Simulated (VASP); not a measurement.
# TiO2 in VASP: notebook, part 2 of 3

VASP 6.6.1. The steps go on from the part before.

## 3. Single point, PBE+U

File INCAR:

```
SYSTEM = TiO2
  ALGO = Normal
  EDIFF = 1E-6
  ENCUT = 520
  GGA = PE
  ISIF = 2
  ISMEAR = 0
  LASPH = .True.
  LCHARG = .False.
  LDAU = .True.
  LDAUJ = 0 0
  LDAUL = 2 -1
  LDAUPRINT = 1
  LDAUTYPE = 2
  LDAUU = 4 0
  LMAXMIX = 4
  LREAL = .False.
  LWAVE = .False.
  NBANDS = 33
  NELM = 150
  PREC = Accurate
  SIGMA = 0.05
```

File KPOINTS:

```
k-points
0
Gamma
  6 6 6
  0 0 0
```

File POSCAR:

```
TiO2
1.0
    2.7418066933     -2.7418828846     -0.0204594682
    2.7418066933      2.7418828846     -0.0204594682
   -2.7046110895      0.0000000000      4.9872511229
Ti O
2 4
Direct
    0.1250069486      0.8749930514      0.2500000000
    0.8749930514      0.1250069486      0.7500000000
    0.3424929808      0.0925162561      0.6849956835
    0.6575070192      0.9074837439      0.3150043165
    0.9074837439      0.6575070192      0.8150043165
    0.0925162561      0.3424929808      0.1849956835
```

Potentials or basis: VASP PAW PBE potentials, release 64 (Ti_sv, O).

On the command line:

```console
$ cat potpaw_PBE.64/Ti_sv/POTCAR potpaw_PBE.64/O/POTCAR > POTCAR
$ mpirun -np 1 vasp_std > vasp.out
```

OUTCAR:

```text
SYSTEM = TiO2
   EDIFF = 1E-6
   ENCUT = 520
   GGA = PE
   ISIF = 2
   ISMEAR = 0
   LASPH = .True.
   LREAL = .False.
   NELM = 150
   PREC = Accurate

 ion  position               nearest neighbor table
   1  0.125  0.875  0.250-   4 1.97   6 1.97   6 1.97   4 1.97   3 2.16   5 2.16
   2  0.875  0.125  0.750-   5 1.97   3 1.97   5 1.97   3 1.97   6 2.16   4 2.16
   3  0.342  0.093  0.685-   2 1.97   2 1.97   1 2.16
   4  0.658  0.907  0.315-   1 1.97   1 1.97   2 2.16
   5  0.907  0.658  0.815-   2 1.97   2 1.97   1 2.16
   6  0.093  0.342  0.185-   1 1.97   1 1.97   2 2.16

  LATTYP: Found a base centered monoclinic cell.
 ALAT       =     5.4837660538
 B/A-ratio  =     0.9999999481
 C/A-ratio  =     1.0345830160
 COS(beta)  =    -0.4832630161

  Lattice vectors:

 A1 = (   2.7418066933,  -2.7418828846,  -0.0204594682)
 A2 = (   2.7418066933,   2.7418828846,  -0.0204594682)
 A3 = (  -2.7046110895,   0.0000000000,   4.9872511229)

Analysis of symmetry for initial positions (statically):
=====================================================================
 Subroutine PRICEL returns:
 Original cell was already a primitive cell.

 Routine SETGRP: Setting up the symmetry group for a
 base centered monoclinic supercell.

 Subroutine GETGRP returns: Found  4 space group operations
 (whereof  2 operations were pure point group operations)
 out of a pool of  4 trial point group operations.

The static configuration has the point symmetry S_2 .
 The point group associated with its full space group is C_2h.

Analysis of symmetry for dynamics (positions and initial velocities):
=====================================================================
 Subroutine PRICEL returns:
 Original cell was already a primitive cell.

 Routine SETGRP: Setting up the symmetry group for a
 base centered monoclinic supercell.

 Subroutine GETGRP returns: Found  4 space group operations
 (whereof  2 operations were pure point group operations)
 out of a pool of  4 trial point group operations.

The dynamic configuration has the point symmetry S_2 .
 The point group associated with its full space group is C_2h.

 Subroutine INISYM returns: Found  4 space group operations
 (whereof  2 operations are pure point group operations),
 and found     1 'primitive' translations

----------------------------------------------------------------------------------------

                                     Primitive cell

  volume of cell :      74.6820

  direct lattice vectors                    reciprocal lattice vectors
[... 162 lines left out ...]
  o =  0.0911  v = -0.0000 -0.0000 -0.0130  0.9999  0.0075  0.0000  0.0000  0.0000  0.0000  0.0000      0.0000  0.0000  0.0000  0.0000  0.0000  0.0000  0.0000  0.0000  0.0000  0.0000
  o =  0.0911  v =  0.0000  0.0000  0.0000  0.0000  0.0000 -0.0000 -0.0000 -0.0130  0.9999  0.0075      0.0000  0.0000  0.0000  0.0000  0.0000  0.0000  0.0000  0.0000  0.0000  0.0000
  o =  0.1176  v =  0.0000  0.0000  0.0000  0.0000  0.0000  0.0000 -0.0000  0.0001 -0.0075  1.0000      0.0000  0.0000  0.0000  0.0000  0.0000  0.0000  0.0000  0.0000  0.0000  0.0000
  o =  0.1176  v =  0.0000 -0.0000  0.0001 -0.0075  1.0000  0.0000  0.0000  0.0000  0.0000  0.0000      0.0000  0.0000  0.0000  0.0000  0.0000  0.0000  0.0000  0.0000  0.0000  0.0000
  o =  0.2117  v =  0.0000  0.0000  0.0000  0.0000  0.0000 -0.0000 -0.0000 -0.9999 -0.0130 -0.0000      0.0000  0.0000  0.0000  0.0000  0.0000  0.0000  0.0000  0.0000  0.0000  0.0000
  o =  0.2117  v = -0.0000 -0.0000 -0.9999 -0.0130 -0.0000  0.0000  0.0000  0.0000  0.0000  0.0000      0.0000  0.0000  0.0000  0.0000  0.0000  0.0000  0.0000  0.0000  0.0000  0.0000
  o =  0.2512  v = -1.0000  0.0075  0.0000  0.0000  0.0000  0.0000  0.0000  0.0000  0.0000  0.0000      0.0000  0.0000  0.0000  0.0000  0.0000  0.0000  0.0000  0.0000  0.0000  0.0000
  o =  0.2512  v =  0.0000  0.0000  0.0000  0.0000  0.0000 -1.0000  0.0075  0.0000  0.0000  0.0000      0.0000  0.0000  0.0000  0.0000  0.0000  0.0000  0.0000  0.0000  0.0000  0.0000

atom =   2  type =  1  l = 2

 onsite density matrix

spin component  1

  0.2512 -0.0012 -0.0000 -0.0000 -0.0000
 -0.0012  0.0911  0.0000 -0.0000 -0.0000
 -0.0000  0.0000  0.2117  0.0016  0.0000
 -0.0000 -0.0000  0.0016  0.0912 -0.0002
 -0.0000 -0.0000  0.0000 -0.0002  0.1176

spin component  2

  0.2512 -0.0012 -0.0000 -0.0000 -0.0000
 -0.0012  0.0911  0.0000 -0.0000 -0.0000
 -0.0000  0.0000  0.2117  0.0016  0.0000
 -0.0000 -0.0000  0.0016  0.0912 -0.0002
 -0.0000 -0.0000  0.0000 -0.0002  0.1176

 occupancies and eigenvectors

  o =  0.0911  v =  0.0075  1.0000 -0.0000  0.0000  0.0000  0.0000  0.0000  0.0000  0.0000  0.0000      0.0000  0.0000  0.0000  0.0000  0.0000  0.0000  0.0000  0.0000  0.0000  0.0000
  o =  0.0911  v =  0.0000  0.0000  0.0000  0.0000  0.0000  0.0075  1.0000 -0.0000  0.0000  0.0000      0.0000  0.0000  0.0000  0.0000  0.0000  0.0000  0.0000  0.0000  0.0000  0.0000
  o =  0.0911  v = -0.0000 -0.0000 -0.0130  0.9999  0.0075  0.0000  0.0000  0.0000  0.0000  0.0000      0.0000  0.0000  0.0000  0.0000  0.0000  0.0000  0.0000  0.0000  0.0000  0.0000
  o =  0.0911  v =  0.0000  0.0000  0.0000  0.0000  0.0000 -0.0000 -0.0000 -0.0130  0.9999  0.0075      0.0000  0.0000  0.0000  0.0000  0.0000  0.0000  0.0000  0.0000  0.0000  0.0000
  o =  0.1176  v =  0.0000  0.0000  0.0000  0.0000  0.0000  0.0000 -0.0000  0.0001 -0.0075  1.0000      0.0000  0.0000  0.0000  0.0000  0.0000  0.0000  0.0000  0.0000  0.0000  0.0000
  o =  0.1176  v =  0.0000 -0.0000  0.0001 -0.0075  1.0000  0.0000  0.0000  0.0000  0.0000  0.0000      0.0000  0.0000  0.0000  0.0000  0.0000  0.0000  0.0000  0.0000  0.0000  0.0000
  o =  0.2117  v =  0.0000  0.0000  0.0000  0.0000  0.0000 -0.0000 -0.0000 -0.9999 -0.0130 -0.0000      0.0000  0.0000  0.0000  0.0000  0.0000  0.0000  0.0000  0.0000  0.0000  0.0000
  o =  0.2117  v = -0.0000 -0.0000 -0.9999 -0.0130 -0.0000  0.0000  0.0000  0.0000  0.0000  0.0000      0.0000  0.0000  0.0000  0.0000  0.0000  0.0000  0.0000  0.0000  0.0000  0.0000
  o =  0.2512  v = -1.0000  0.0075  0.0000  0.0000  0.0000  0.0000  0.0000  0.0000  0.0000  0.0000      0.0000  0.0000  0.0000  0.0000  0.0000  0.0000  0.0000  0.0000  0.0000  0.0000
  o =  0.2512  v =  0.0000  0.0000  0.0000  0.0000  0.0000 -1.0000  0.0075  0.0000  0.0000  0.0000      0.0000  0.0000  0.0000  0.0000  0.0000  0.0000  0.0000  0.0000  0.0000  0.0000

 number of electron      47.9999980 magnetization

 Free energy of the ion-electron system (eV)
  ---------------------------------------------------
  ext. energy  EPLUGINS =         0.00000000
  ---------------------------------------------------
  free energy    TOTEN  =       -48.12268118 eV

  energy without entropy =      -48.12268118  energy(sigma->0) =      -48.12268118

 E-fermi :   3.4561     XC(G=0): -10.3394

 val. band max:        3.1112459995   @ k =   0.5000   0.5000  -0.0000
 cond. band min:       5.2186702847   @ k =   0.0000   0.0000   0.0000
 fundamental gap:      2.1074242852
 Fermi energy:         3.4561359310

 k-point     1 :       0.0000    0.0000    0.0000
  band No.  band energies     occupation
      1     -55.0424      2.00000
      2     -55.0098      2.00000
      3     -31.3414      2.00000
      4     -31.1479      2.00000
      5     -31.1479      2.00000
      6     -31.1261      2.00000
[... 853 lines left out ...]
     32       8.0300      0.00000
     33       8.3863      0.00000

 [... further k-points ...]
[... 5 lines left out ...]
  --------------------------------------------------------------------------------------
  -------------------------------------------------------------------------------------
  Total       -1.9158880     -1.9154490     -7.8336828      0.0000000      0.0000000     -0.0447520
  in kB      -41.1021718    -41.0927520   -168.0585559      0.0000000      0.0000000     -0.9600796
  external PRESSURE =     -83.4178265 kB  Pullay stress =       0.0000000 kB

 VOLUME and BASIS-vectors are now :
 -----------------------------------------------------------------------------
  energy-cutoff  :      520.00
  volume of cell :       74.68
      direct lattice vectors                 reciprocal lattice vectors
     2.741806693 -2.741882885 -0.020459468     0.183102468 -0.182356439  0.099297379
     2.741806693  2.741882885 -0.020459468     0.183102468  0.182356439  0.099297379
    -2.704611090  0.000000000  4.987251123     0.001502302  0.000000000  0.201325965

 POSITION                                       TOTAL-FORCE (eV/Angst)
 -----------------------------------------------------------------------------------
      2.06565      2.05637      1.22635        -0.000000      0.000141      0.000000
      0.71335     -2.05637      3.71998        -0.000000     -0.000141      0.000000
     -0.65994     -0.68541      3.40735        -0.009836     -0.000122     -1.290640
      3.43894      0.68541      1.53899         0.009836      0.000122      1.290640
      2.08663     -0.68541      4.03261         0.009836     -0.000122      1.290640
      0.69237      0.68541      0.91372        -0.009836      0.000122     -1.290640
 -----------------------------------------------------------------------------------
    total drift:                               -0.000000     -0.000000      0.000000

  FREE ENERGIE OF THE ION-ELECTRON SYSTEM (eV)
  ---------------------------------------------------
  free  energy   TOTEN  =       -48.1226811753 eV

  energy  without entropy=      -48.1226811753  energy(sigma->0) =      -48.12268118
```

Run time: 2.9 min. Hardware: 1 thread of Intel Xeon 6975P-C, shared host; peak memory 0.27 GiB.

What came out:

```yaml
Free_energy: -48.1227 eV
Pressure: -8.3 GPa
Largest_force: 1.291 eV/Å
Band_gap_on_the_k_mesh: 2.11 eV, indirect (least direct gap 2.69 eV)
```

Forces in eV/Å, atoms in the order of the input:
```
Ti   0.000  0.000  0.000
Ti   0.000  0.000  0.000
O   -0.010  0.000 -1.291
O    0.010  0.000  1.291
O    0.010  0.000  1.291
O   -0.010  0.000 -1.291
```

Eigenvalues of the final occupation matrices:
```csv
site,spin,trace,eigenvalues
site 1 d,1,0.76,0.09 0.09 0.12 0.21 0.25
site 1 d,2,0.76,0.09 0.09 0.12 0.21 0.25
site 2 d,1,0.76,0.09 0.09 0.12 0.21 0.25
site 2 d,2,0.76,0.09 0.09 0.12 0.21 0.25
```

Caveat: forces of over 1 eV/Å act on the atoms, so gaps and moduli don't describe the material at rest.

## 4. Single point, PBE+U

File INCAR:

```
ALGO = Normal
EDIFF = 1E-6
ENCUT = 520
GGA = PE
ISIF = 2
ISMEAR = 0
LASPH = T
LCHARG = F
LDAU = T
LDAUJ = 0 0
LDAUL = 2 -1
LDAUPRINT = 1
LDAUTYPE = 2
LDAUU = 4 0
LMAXMIX = 4
LREAL = F
LWAVE = F
NBANDS = 33
NELM = 150
PREC = Accurate
SIGMA = 0.05
```

File KPOINTS:

```
k-points
0
Gamma
  6 6 6
```

File POSCAR:

```
TiO2
1.0
    2.7418066933     -2.7418828846     -0.0204594682
    2.7418066933      2.7418828846     -0.0204594682
   -2.7046110895      0.0000000000      4.9872511229
Ti O
2 4
Direct
    0.1250069486      0.8749930514      0.2500000000
    0.8749930514      0.1250069486      0.7500000000
    0.3363578248      0.0863811001      0.6727253715
    0.6636421752      0.9136188999      0.3272746285
    0.9136188999      0.6636421752      0.8272746285
    0.0863811001      0.3363578248      0.1727253715
```

On the command line:

```console
$ cat potpaw_PBE.64/Ti_sv/POTCAR potpaw_PBE.64/O/POTCAR > POTCAR
$ mpirun -np 1 vasp_std > vasp.out
```

It took 3 min on 1 thread of Intel Xeon 6975P-C, shared host; peak memory 0.27 GiB.

The run converged. Its results:

- Free energy: -48.3797 eV
- Pressure: -7.1 GPa
- Largest force: 0.790 eV/Å
- Band gap on the k mesh: 2.33 eV, indirect (least direct gap 2.76 eV)

Forces in eV/Å, atoms in the order of the input:
```
Ti   0.000  0.000  0.000
Ti   0.000  0.000  0.000
O   -0.006  0.000 -0.790
O    0.006  0.000  0.790
O    0.006  0.000  0.790
O   -0.006  0.000 -0.790
```

Stress tensor (GPa, compression positive):
```
 -4.47   0.00  -0.06
  0.00  -4.47   0.00
 -0.06   0.00 -12.34
```

Levels at points of the mesh, in eV from the valence-band top:
```tsv
k point	band 22	band 23	band 24	band 25	band 26	band 27
(0.00, 0.00, 0.00)	-0.89	-0.47	-0.47	2.33	2.93	3.71
(0.50, 0.00, 0.00)	-1.20	-0.91	-0.76	3.32	3.41	3.45
(0.50, 0.50, 0.00)	-2.08	0.00	0.00	3.36	3.36	3.75
(0.00, 0.00, 0.50)	-1.43	-0.25	-0.25	2.62	2.62	3.72
(0.50, 0.00, 0.50)	-1.20	-0.91	-0.76	3.32	3.41	3.45
(0.50, 0.50, 0.50)	-2.08	0.00	0.00	3.36	3.36	3.75
```

Eigenvalues of the final occupation matrices:
```
    site  spin  trace               eigenvalues
site 1 d     1   0.76  0.09 0.09 0.11 0.22 0.24
site 1 d     2   0.76  0.09 0.09 0.11 0.22 0.24
site 2 d     1   0.76  0.09 0.09 0.11 0.22 0.24
site 2 d     2   0.76  0.09 0.09 0.11 0.22 0.24
```

A k mesh can miss the band edges.

(Part 2 of 3 ends here.)
